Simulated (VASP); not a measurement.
# AlN (F-43m) in VASP: a series of runs

The runs below take AlN through phonons, with r2SCAN.

Everything below comes from runs of VASP 6.6.1. Logs are shortened: lines on timing, memory, paths and dates and some standing lists are left out, and cuts for length are marked.

**1. The cell of the first run**

It takes space group F-43m (No. 216, cubic). Conventional cell: a = 4.348 Å, b = 4.348 Å, c = 4.348 Å, α = 90.00°, β = 90.00°, γ = 90.00°. Al (site symmetry -43m) has 4 N at 1.88 Å within 2.5 Å. N (site symmetry -43m) has 4 Al at 1.88 Å within 2.5 Å.

**2. Phonons, r2SCAN (10.27 Å³/atom)**

File INCAR:

```
  ALGO = Normal
  EDIFF = 1E-8
  ENCUT = 520
  IBRION = 6
  ISIF = 2
  ISMEAR = 0
  LASPH = True
  LCHARG = False
  LMIXTAU = True
  LREAL = False
  LWAVE = False
  METAGGA = R2SCAN
  NBANDS = 11
  NELM = 80
  NFREE = 2
  NSW = 1
  POTIM = 0.015
  PREC = Accurate
  SIGMA = 0.01
```

File KPOINTS:

```
k-points
0
Gamma
  10 10 10
```

File POSCAR:

```
AlN
1.0
    0.0000000000      2.1739202089      2.1739202089
    2.1739202089      0.0000000000      2.1739202089
    2.1739202089      2.1739202089      0.0000000000
Al N
1 1
Direct
    0.0000000000      0.0000000000      0.0000000000
    0.2500000000      0.2500000000      0.2500000000
```

Potentials or basis: VASP PAW PBE potentials, release 64 (Al, N).

Run with:

```bash
$ cat potpaw_PBE.64/Al/POTCAR potpaw_PBE.64/N/POTCAR > POTCAR
$ mpirun -np 1 vasp_std > vasp.out
```

OUTCAR:

```text
EDIFF = 1E-8
   ENCUT = 520
   IBRION = 6
   ISIF = 2
   ISMEAR = 0
   LASPH = True
   LREAL = False
   METAGGA = R2SCAN
   NELM = 80
   NFREE = 2
   NSW = 1
   POTIM = 0.015
   PREC = Accurate

 ion  position               nearest neighbor table
   1  0.000  0.000  0.000-   2 1.88   2 1.88   2 1.88   2 1.88
   2  0.250  0.250  0.250-   1 1.88   1 1.88   1 1.88   1 1.88

  LATTYP: Found a face centered cubic cell.
 ALAT       =     4.3478404178

  Lattice vectors:

 A1 = (   0.0000000000,   2.1739202089,   2.1739202089)
 A2 = (   2.1739202089,   0.0000000000,   2.1739202089)
 A3 = (   2.1739202089,   2.1739202089,   0.0000000000)

Analysis of symmetry for initial positions (statically):
=====================================================================
 Subroutine PRICEL returns:
 Original cell was already a primitive cell.

 Routine SETGRP: Setting up the symmetry group for a
 face centered cubic supercell.

 Subroutine GETGRP returns: Found 24 space group operations
 (whereof 24 operations were pure point group operations)
 out of a pool of 48 trial point group operations.

The static configuration has the point symmetry T_d .

Analysis of symmetry for dynamics (positions and initial velocities):
=====================================================================
 Subroutine PRICEL returns:
 Original cell was already a primitive cell.

 Routine SETGRP: Setting up the symmetry group for a
 face centered cubic supercell.

 Subroutine GETGRP returns: Found 24 space group operations
 (whereof 24 operations were pure point group operations)
 out of a pool of 48 trial point group operations.

The dynamic configuration has the point symmetry T_d .

 Subroutine INISYM returns: Found 24 space group operations
 (whereof 24 operations are pure point group operations),
 and found     1 'primitive' translations

----------------------------------------------------------------------------------------

                                     Primitive cell

  volume of cell :      20.5476

  direct lattice vectors                    reciprocal lattice vectors
     0.000000000  2.173920209  2.173920209    -0.229999242  0.229999242  0.229999242
     2.173920209  0.000000000  2.173920209     0.229999242 -0.229999242  0.229999242
     2.173920209  2.173920209  0.000000000     0.229999242  0.229999242 -0.229999242

  length of vectors
     3.074387443  3.074387443  3.074387443     0.398370373  0.398370373  0.398370373

  position of ions in fractional coordinates (direct lattice)
     0.000000000  0.000000000  0.000000000
     0.250000000  0.250000000  0.250000000

  ion indices of the primitive-cell ions
   primitive index   ion index
                 1           1
                 2           2

----------------------------------------------------------------------------------------

 KPOINTS: k-points

Automatic generation of k-mesh.
 Grid dimensions read from file:
 generate k-points for:   10   10   10

 Generating k-lattice:

  Cartesian coordinates                     Fractional coordinates (reciprocal lattice)
    -0.022999924  0.022999924  0.022999924     0.100000000  0.000000000  0.000000000
     0.022999924 -0.022999924  0.022999924     0.000000000  0.100000000  0.000000000
     0.022999924  0.022999924 -0.022999924     0.000000000  0.000000000  0.100000000

  Length of vectors
     0.039837037  0.039837037  0.039837037

  Shift w.r.t. Gamma in fractional coordinates (k-lattice)
     0.000000000  0.000000000  0.000000000

 Subroutine IBZKPT returns following result:
 ===========================================

 Found     47 irreducible k-points:

 Following reciprocal coordinates:
            Coordinates               Weight
  0.000000  0.000000  0.000000      1.000000
  0.100000  0.000000  0.000000      8.000000
  0.200000  0.000000  0.000000      8.000000
  0.300000  0.000000  0.000000      8.000000
  0.400000  0.000000  0.000000      8.000000
  0.500000  0.000000  0.000000      4.000000
[... 16 lines left out ...]
  0.300000  0.300000  0.000000      6.000000
  0.400000  0.300000  0.000000     24.000000
 [... further k-points ...]
   k-points           NKPTS =     47   k-points in BZ     NKDIM =     47   number of bands    NBANDS=     11
   number of dos      NEDOS =    301   number of ions     NIONS =      2
   total plane-waves  NPLWV =  13824
   dimension x,y,z NGX =    24 NGY =   24 NGZ =   24
   dimension x,y,z NGXF=    48 NGYF=   48 NGZF=   48
   ions per type =               1   1
   NGX,Y,Z   is equivalent  to a cutoff of  12.98, 12.98, 12.98 a.u.
   NGXF,Y,Z  is equivalent  to a cutoff of  25.96, 25.96, 25.96 a.u.
 SYSTEM =  unknown system
   PREC   = accura    normal or accurate (medium, high low for compatibility)
   ISTART =      0    job   : 0-new  1-cont  2-samecut
   ICHARG =      2    charge: 1-file 2-atom 10-const
   ISPIN  =      1    spin polarized calculation?
   LNONCOLLINEAR =      F non collinear calculations
   LSORBIT =      F    spin-orbit coupling
   LASPH  =      T    aspherical Exc in radial PAW
   ENCUT  =  520.0 eV  38.22 Ry    6.18 a.u.   5.72  5.72  5.72*2*pi/ulx,y,z
   NELM   =     80;   NELMIN=  2; NELMDL= -5     # of ELM steps
   EDIFF  = 0.1E-07   stopping-criterion for ELM
   LREAL  =      F    real-space projection
   EDIFFG = 0.1E-06   stopping-criterion for IOM
   NSW    =     61    number of steps for IOM
   IBRION =      6    ionic relax: 0-MD 1-quasi-New 2-CG
   NFREE  =      2    steps in history (QN), initial steepest desc. (CG)
   ISIF   =      2    stress and relaxation
   ISYM   =      2    0-nonsym 1-usesym 2-fastsym
   POTIM  = 0.0150    time-step for ionic-motion
   TEBEG  =    0.0;   TEEND  =   0.0 temperature during run
   PSTRESS=    0.0 pullay stress
   NELECT =       8.0000    total number of electrons
   NUPDOWN=      -1.0000    fix difference up-down
   EMIN   =  10.00;   EMAX   =-10.00  energy-range for DOS
   EFERMI =   0.00;   METHOD = LEGACY
   ISMEAR =     0;   SIGMA  =   0.01  broadening in eV -4-tet -1-fermi 0-gaus
   EFERMI_NEDOS =   21; number of points for ismear=-14 and -15
   IALGO  =     38    algorithm
   IMIX   =      4    mixing-type and parameters
     AMIX     =   0.40;   BMIX     =  1.00
     AMIX_MAG =   1.60;   BMIX_MAG =  1.00
  volume/ion in A,a.u.               =      10.27        69.33
  Fermi-wavevector in a.u.,A,eV,Ry     =   1.195413  2.259003 19.442885  1.429012
  Thomas-Fermi vector in A             =   2.331379
   LORBIT       =      0    0 simple, 1 ext, 2 COOP (PROOUT), +10 PAW based schemes
   METAGGA = R2SCAN    functional components
   LHFCALC =     F    Hartree Fock is set to
   AEXX    =    0.0000 exact exchange contribution
   IVDW    =     0    specifies the selected vdW correction
   LEPSILON=     F    determine dielectric tensor
   LRPA    =     F    only Hartree local field effects (RPA)
 finite differences with symmetry
 non-spin polarized calculation
 Gauss-broadening in eV      SIGMA  =   0.01
  energy-cutoff  :      520.00
  volume of cell :       20.55
 maximum number of plane-waves:       568
   NGX = 11   NGY = 11   NGZ = 11

--------------------------------------- Ionic step        1  -------------------------------------------

 number of electron       7.9999999 magnetization

 Free energy of the ion-electron system (eV)
  ---------------------------------------------------
  ext. energy  EPLUGINS =         0.00000000
  ---------------------------------------------------
  free energy    TOTEN  =       -19.17690664 eV

  energy without entropy =      -19.17690664  energy(sigma->0) =      -19.17690664

------------------------ aborting loop because EDIFF is reached ----------------------------------------

  FORCE on cell =-STRESS in cart. coord.  units (eV):
  Direction    XX          YY          ZZ          XY          YZ          ZX
  --------------------------------------------------------------------------------------
  -------------------------------------------------------------------------------------
  Total        0.3698296      0.3698296      0.3698296     -0.0000000      0.0000000     -0.0000000
  in kB       28.8370925     28.8370925     28.8370925     -0.0000000      0.0000000     -0.0000000
  external PRESSURE =      28.8370925 kB  Pullay stress =       0.0000000 kB
[... 129 lines left out ...]
  energy  without entropy=      -19.1751464694  energy(sigma->0) =      -19.17514647

--------------------------------------- Ionic step        5  -------------------------------------------

 number of electron       7.9999999 magnetization

 Free energy of the ion-electron system (eV)
  ---------------------------------------------------
  ext. energy  EPLUGINS =         0.00000000
  ---------------------------------------------------
  free energy    TOTEN  =       -19.17514638 eV

  energy without entropy =      -19.17514638  energy(sigma->0) =      -19.17514638

 E-fermi :   5.9625     XC(G=0): -11.4814

 val. band max:        5.8640085210   @ k =   0.0000   0.0000   0.0000
 cond. band min:       9.7685196034   @ k =   0.5000   0.5000   0.0000
 fundamental gap:      3.9045110824
 Fermi energy:         5.9624962050

 k-point     1 :       0.0000    0.0000    0.0000
  band No.  band energies     occupation
      1      -9.9998      2.00000
      2       5.7813      2.00000
      3       5.8231      2.00000
      4       5.8640      2.00000
      5      10.8453      0.00000
      6      19.4828      0.00000
      7      19.4882      0.00000
      8      19.4926      0.00000
      9      24.4716      0.00000
     10      24.4726      0.00000
     11      26.1573      0.00000
[... 309 lines left out ...]
 k-point    24 :       0.4000    0.3000    0.0000
  band No.  band energies     occupation
      1      -7.9733      2.00000
      2       1.5935      2.00000
      3       4.1005      2.00000
      4       4.3853      2.00000
      5      11.4276      0.00000
      6      16.3428      0.00000
      7      19.2977      0.00000
      8      21.6788      0.00000
      9      22.2435      0.00000
     10      28.4208      0.00000
     11      30.9911      0.00000

 [... further k-points ...]

------------------------ aborting loop because EDIFF is reached ----------------------------------------

  FORCE on cell =-STRESS in cart. coord.  units (eV):
  Direction    XX          YY          ZZ          XY          YZ          ZX
  --------------------------------------------------------------------------------------
  -------------------------------------------------------------------------------------
  Total        0.3696546      0.3757672      0.3757672      0.0000000      0.1448511      0.0000000
  in kB       28.8234489     29.3000726     29.3000726      0.0000000     11.2946228      0.0000000
  external PRESSURE =      29.1411980 kB  Pullay stress =       0.0000000 kB
[... 17 lines left out ...]
  FREE ENERGIE OF THE ION-ELECTRON SYSTEM (eV)
  ---------------------------------------------------
  free  energy   TOTEN  =       -19.1751463751 eV

  energy  without entropy=      -19.1751463751  energy(sigma->0) =      -19.17514638

 INTERNAL STRAIN TENSORS FROM DISPLACED ATOMS
 ============================================

 INTERNAL STRAIN TENSOR FOR ION    1 for displacements in x,y,z  (eV/Angst):
          X           Y           Z          XY          YZ          ZX
  --------------------------------------------------------------------------------
  x     0.00000     0.00000     0.00000     0.00000     9.54611     0.00000
  y     0.00000     0.00000     0.00000     0.00000     0.00000     9.54611
  z     0.00000     0.00000     0.00000     9.54611     0.00000     0.00000

 INTERNAL STRAIN TENSOR FOR ION    2 for displacements in x,y,z  (eV/Angst):
          X           Y           Z          XY          YZ          ZX
  --------------------------------------------------------------------------------
  x     0.00000     0.00000     0.00000     0.00000    -9.65640     0.00000
  y     0.00000     0.00000     0.00000     0.00000     0.00000    -9.65640
  z     0.00000     0.00000     0.00000    -9.65640     0.00000     0.00000

 Eigenvectors and eigenvalues of the dynamical matrix
 ----------------------------------------------------

   1 f  =   20.422696 THz   128.319583 2PiTHz  681.227811 cm-1    84.461446 meV
             X         Y         Z           dx          dy          dz
      0.000000  0.000000  0.000000     0.000000    0.581476    0.000000
      1.086960  1.086960  1.086960     0.000000   -0.813564    0.000000

   2 f  =   20.422696 THz   128.319583 2PiTHz  681.227811 cm-1    84.461446 meV
             X         Y         Z           dx          dy          dz
      0.000000  0.000000  0.000000    -0.581476    0.000000    0.000000
      1.086960  1.086960  1.086960     0.813564    0.000000    0.000000
[... 11 lines left out ...]
   5 f/i=    0.075965 THz     0.477300 2PiTHz    2.533908 cm-1     0.314164 meV
             X         Y         Z           dx          dy          dz
      0.000000  0.000000  0.000000     0.000000   -0.813564    0.000000
      1.086960  1.086960  1.086960     0.000000   -0.581476    0.000000

   6 f/i=    0.075965 THz     0.477300 2PiTHz    2.533908 cm-1     0.314164 meV
             X         Y         Z           dx          dy          dz
      0.000000  0.000000  0.000000     0.000000    0.000000    0.813564
      1.086960  1.086960  1.086960     0.000000    0.000000    0.581476

 ELASTIC MODULI CONTR FROM IONIC RELAXATION (kBar)
 Direction    XX          YY          ZZ          XY          YZ          ZX
 --------------------------------------------------------------------------------
 XX          -0.0000     -0.0000     -0.0000     -0.0000      0.0000      0.0000
 YY          -0.0000     -0.0000     -0.0000     -0.0000      0.0000      0.0000
 ZZ           0.0000     -0.0000     -0.0000      0.0000     -0.0000      0.0000
 XY          -0.0000     -0.0000      0.0000   -458.0890      0.0000     -0.0000
 YZ           0.0000      0.0000      0.0000      0.0000   -458.0890     -0.0000
 ZX           0.0000      0.0000      0.0000     -0.0000     -0.0000   -458.0890
 --------------------------------------------------------------------------------
```

Wall time 10 min (1 thread of Intel Xeon 8259CL, shared host); peak memory 0.19 GiB.

What came out:

| Quantity | Value |
| --- | --- |
| Highest phonon frequency at Γ, LO-TO splitting left out | 681 cm⁻¹ |

Phonon frequencies in cm⁻¹ (negative: imaginary):
```csv
q point,frequencies
"(0.000, 0.000, 0.000)",-3 -3 -3 681 681 681
```

Caveat: the cell stands under pressure or tension, which shifts response properties; the PAW data sets were made with another functional, which shifts forces and pressure a little.

[end of part 1 of 2]
